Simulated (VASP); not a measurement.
# Li3H2 (I4/mmm) in VASP: single point with PBEsol

Aim: the single point of Li3H2 with PBEsol.

Program: VASP 6.6.1. These are calculated values, not measurements. Logs are shortened: lines on timing, memory, paths and dates and some standing lists are left out, and cuts for length are marked.

## (1) The cell of the first run

Symmetry: I4/mmm, No. 139, tetragonal system. The conventional cell has a = 2.841 Å, b = 2.841 Å, c = 12.520 Å, α = 90.00°, β = 90.00°, γ = 90.00°. Li (site symmetry 4mm) has 5 H at 2.01 to 2.06 Å within 2.7 Å. Within 2.7 Å of Li (site symmetry 4/mmm) lie 2 H at 2.07 Å. H (site symmetry 4mm) has 6 Li at 2.01 to 2.07 Å within 2.7 Å.

## (2) Single point, PBEsol

POSCAR reads:

```
Li3H2
1.0
   -1.4205733826      1.4205733826      6.2597846820
    1.4205733826     -1.4205733826      6.2597846820
    1.4205733826      1.4205733826     -6.2597846820
Li H
3 2
Direct
    0.3296764533      0.3296764533      0.0000000000
    0.6703235467      0.6703235467      0.0000000000
    0.0000000000      0.0000000000      0.0000000000
    0.1654937344      0.1654937344      0.0000000000
    0.8345062656      0.8345062656      0.0000000000
```

INCAR.step1 reads:

```
PREC = Accurate
ENCUT = 520
EDIFF = 1E-6
ISMEAR = 0
SIGMA = 0.1
LREAL = F
LASPH = T
NELM = 80
ALGO = Normal
ISIF = 2
LWAVE = F
LCHARG = T
GGA = PS
NBANDS = 14
```

KPOINTS.step1 reads:

```
regular mesh
0
Gamma
  18 18 18
```

INCAR.step2 reads:

```
PREC = Accurate
ENCUT = 520
EDIFF = 1E-6
ISMEAR = -5
SIGMA = 0.1
LREAL = F
LASPH = T
NELM = 80
ALGO = Normal
ISIF = 2
LWAVE = F
LCHARG = F
GGA = PS
LORBIT = 11
NEDOS = 2001
ICHARG = 11
```

KPOINTS.step2 reads:

```
regular mesh
0
Gamma
  27 27 27
```

Potentials or basis: VASP PAW PBE potentials, release 64 (Li_sv, H).

Launch:

```console
$ cat potpaw_PBE.64/Li_sv/POTCAR potpaw_PBE.64/H/POTCAR > POTCAR
$ cp INCAR.step1 INCAR
$ cp KPOINTS.step1 KPOINTS
$ mpirun -np 1 vasp_std > vasp.out
$ cp INCAR.step2 INCAR
$ cp KPOINTS.step2 KPOINTS
$ mpirun -np 1 vasp_std > vasp.out
```

OUTCAR:

```text
PREC = Accurate
   ENCUT = 520
   EDIFF = 1E-6
   ISMEAR = -5
   LREAL = F
   LASPH = T
   NELM = 80
   ISIF = 2
   GGA = PS
   LORBIT = 11
   ICHARG = 11

 ion  position               nearest neighbor table
   1  0.330  0.330  0.000-
   2  0.670  0.670  0.000-
   3  0.000  0.000  0.000-
   4  0.165  0.165  0.000-
   5  0.835  0.835  0.000-

  LATTYP: Found a body centered tetragonal cell.
 ALAT       =     2.8411467652
 C/A-ratio  =     4.4065197607

  Lattice vectors:

 A1 = (  -1.4205733826,   1.4205733826,   6.2597846820)
 A2 = (   1.4205733826,  -1.4205733826,   6.2597846820)
 A3 = (   1.4205733826,   1.4205733826,  -6.2597846820)

Analysis of symmetry for initial positions (statically):
=====================================================================
 Subroutine PRICEL returns:
 Original cell was already a primitive cell.

 Routine SETGRP: Setting up the symmetry group for a
 body centered tetragonal supercell.

 Subroutine GETGRP returns: Found 16 space group operations
 (whereof 16 operations were pure point group operations)
 out of a pool of 16 trial point group operations.

The static configuration has the point symmetry D_4h.

Analysis of symmetry for dynamics (positions and initial velocities):
=====================================================================
 Subroutine PRICEL returns:
 Original cell was already a primitive cell.

 Routine SETGRP: Setting up the symmetry group for a
 body centered tetragonal supercell.

 Subroutine GETGRP returns: Found 16 space group operations
 (whereof 16 operations were pure point group operations)
 out of a pool of 16 trial point group operations.

The dynamic configuration has the point symmetry D_4h.

 Subroutine INISYM returns: Found 16 space group operations
 (whereof 16 operations are pure point group operations),
 and found     1 'primitive' translations

----------------------------------------------------------------------------------------

                                     Primitive cell

  volume of cell :      50.5297

  direct lattice vectors                    reciprocal lattice vectors
    -1.420573383  1.420573383  6.259784682     0.000000000  0.351970554  0.079874952
     1.420573383 -1.420573383  6.259784682     0.351970554  0.000000000  0.079874952
     1.420573383  1.420573383 -6.259784682     0.351970554  0.351970554  0.000000000

  length of vectors
     6.574265110  6.574265110  6.574265110     0.360920045  0.360920045  0.497761531
[... 109 lines left out ...]
     AMIX_MAG =   1.60;   BMIX_MAG =  1.00
  volume/ion in A,a.u.               =      10.11        68.20
  Fermi-wavevector in a.u.,A,eV,Ry     =   0.984820  1.861040 13.195886  0.969870
  Thomas-Fermi vector in A             =   2.116081
   LORBIT       =     11    0 simple, 1 ext, 2 COOP (PROOUT), +10 PAW based schemes
   GGA     = PS    functional components
   LHFCALC =     F    Hartree Fock is set to
   AEXX    =    0.0000 exact exchange contribution
   IVDW    =     0    specifies the selected vdW correction
   LEPSILON=     F    determine dielectric tensor
   LRPA    =     F    only Hartree local field effects (RPA)
 non-spin polarized calculation
 Fermi weights with tetrahedron method with Bloechl corrections
  energy-cutoff  :      520.00
  volume of cell :       50.53
 maximum number of plane-waves:      1395
 NGX is ok and might be reduce to    50

 number of electron      11.0000012 magnetization

 Free energy of the ion-electron system (eV)
  ---------------------------------------------------
  ext. energy  EPLUGINS =         0.00000000
  ---------------------------------------------------
  free energy    TOTEN  =       -13.79117427 eV

  energy without entropy =      -13.79117427  energy(sigma->0) =      -13.79117427

 E-fermi :   1.6852     XC(G=0):  -8.1520

 val. band max:        1.6819242468   @ k =  -0.2593  -0.4815   0.2593
 cond. band min:       1.6793118184   @ k =  -0.2963   0.4444   0.1111
 fundamental gap:     -0.0026124284
 Fermi energy:         1.6851950100

 k-point     1 :       0.0000    0.0000    0.0000
  band No.  band energies     occupation
      1     -44.0195      2.00000
      2     -43.9361      2.00000
      3     -43.9067      2.00000
      4      -5.1618      2.00000
      5      -3.0760      2.00000
      6      -0.0972      2.00000
      7       6.8332      0.00000
      8       8.3546      0.00000
      9      11.3610      0.00000
[... 265 lines left out ...]
 k-point    24 :       0.3704    0.0370    0.0000
  band No.  band energies     occupation
      1     -44.0038      2.00000
      2     -43.9148      2.00000
      3     -43.9021      2.00000
      4      -3.7051      2.00000
      5      -2.5939      2.00000
      6       1.2868      2.00000
      7       4.6568      0.00000
      8       5.2925      0.00000
      9       8.2845      0.00000

 [... further k-points ...]

------------------------ aborting loop because EDIFF is reached ----------------------------------------

  FORCE on cell =-STRESS in cart. coord.  units (eV):
  Direction    XX          YY          ZZ          XY          YZ          ZX
  --------------------------------------------------------------------------------------
  -------------------------------------------------------------------------------------
  Total       -0.2048038     -0.2048038     -0.1916021      0.0000000     -0.0000000      0.0000000
  in kB       -6.4938454     -6.4938454     -6.0752505      0.0000000     -0.0000000      0.0000000
  external PRESSURE =      -6.3543138 kB  Pullay stress =       0.0000000 kB

 VOLUME and BASIS-vectors are now :
 -----------------------------------------------------------------------------
  energy-cutoff  :      520.00
  volume of cell :       50.53
      direct lattice vectors                 reciprocal lattice vectors
    -1.420573383  1.420573383  6.259784682     0.000000000  0.351970554  0.079874952
     1.420573383 -1.420573383  6.259784682     0.351970554  0.000000000  0.079874952
     1.420573383  1.420573383 -6.259784682     0.351970554  0.351970554  0.000000000

 POSITION                                       TOTAL-FORCE (eV/Angst)
 -----------------------------------------------------------------------------------
      0.00000      0.00000      4.12741         0.000000      0.000000     -0.003199
      0.00000      0.00000      8.39216        -0.000000     -0.000000      0.003199
      0.00000      0.00000      0.00000        -0.000000     -0.000000     -0.000000
      0.00000      0.00000      2.07191         0.000000      0.000000      0.003762
      0.00000      0.00000     10.44766         0.000000      0.000000     -0.003762
 -----------------------------------------------------------------------------------
    total drift:                               -0.000000      0.000000     -0.000000

  FREE ENERGIE OF THE ION-ELECTRON SYSTEM (eV)
  ---------------------------------------------------
  free  energy   TOTEN  =       -13.7911742723 eV

  energy  without entropy=      -13.7911742723  energy(sigma->0) =      -13.79117427

 total charge

# of ion       s       p       d       tot
------------------------------------------
    1        2.021   0.070   0.000   2.091
    2        2.021   0.070   0.000   2.091
    3        2.030   0.065   0.000   2.095
    4        0.511   0.003   0.000   0.514
    5        0.511   0.003   0.000   0.514
--------------------------------------------------
tot          7.095   0.210   0.000   7.305
```

OUTCAR.step1:

```text
PREC = Accurate
   ENCUT = 520
   EDIFF = 1E-6
   ISMEAR = 0
   LREAL = F
[... 642 lines left out ...]
      0.00000      0.00000      8.39216        -0.000000     -0.000000      0.002429
      0.00000      0.00000      0.00000         0.000000      0.000000      0.000000
      0.00000      0.00000      2.07191         0.000000      0.000000      0.001667
      0.00000      0.00000     10.44766        -0.000000     -0.000000     -0.001667
 -----------------------------------------------------------------------------------
    total drift:                               -0.000000      0.000000      0.000000

  FREE ENERGIE OF THE ION-ELECTRON SYSTEM (eV)
  ---------------------------------------------------
  free  energy   TOTEN  =       -13.7935199529 eV

  energy  without entropy=      -13.7878312196  energy(sigma->0) =      -13.79067559
```

OSZICAR.step1:

```text
N       E                     dE             d eps       ncg     rms          rms(c)
DAV:   1     0.313142085986E+02    0.31314E+02   -0.41209E+03 13440   0.729E+02
DAV:   2    -0.791663199028E+01   -0.39231E+02   -0.37944E+02 16696   0.173E+02
DAV:   3    -0.142834178138E+02   -0.63668E+01   -0.63107E+01 26208   0.402E+01
DAV:   4    -0.143496838481E+02   -0.66266E-01   -0.66248E-01 16282   0.664E+00
DAV:   5    -0.143504669490E+02   -0.78310E-03   -0.78308E-03 21780   0.631E-01    0.372E+00
DAV:   6    -0.139131785996E+02    0.43729E+00   -0.31845E-01 17608   0.196E+00    0.178E+00
DAV:   7    -0.137897006494E+02    0.12348E+00   -0.38924E-01 18738   0.234E+00    0.336E-01
DAV:   8    -0.137956119867E+02   -0.59113E-02   -0.45623E-02 16546   0.104E+00    0.210E-01
DAV:   9    -0.137934837003E+02    0.21283E-02   -0.52551E-03 17524   0.277E-01    0.518E-02
DAV:  10    -0.137935227608E+02   -0.39061E-04   -0.66316E-04 19422   0.124E-01    0.339E-02
DAV:  11    -0.137935196018E+02    0.31589E-05   -0.79318E-05 16588   0.452E-02    0.456E-03
DAV:  12    -0.137935199529E+02   -0.35107E-06   -0.35721E-06 18454   0.148E-02
   1 F= -.13793520E+02 E0= -.13790676E+02  d E =-.568873E-02
```

It took 28 min on 1 thread of Intel Xeon Platinum 8488C (Sapphire Rapids), shared host; peak memory 0.79 GiB.

Results:

- Valence electrons inside the program's atomic spheres: Li 2.09, 2.10 (each value once); H 0.51

Caveat: the cutoff is under 1.25 times the usual one of these potentials, so pressure, stress and relaxed cells hold a basis-set (Pulay) error; the PAW data sets were made with another functional, which shifts forces and pressure a little.
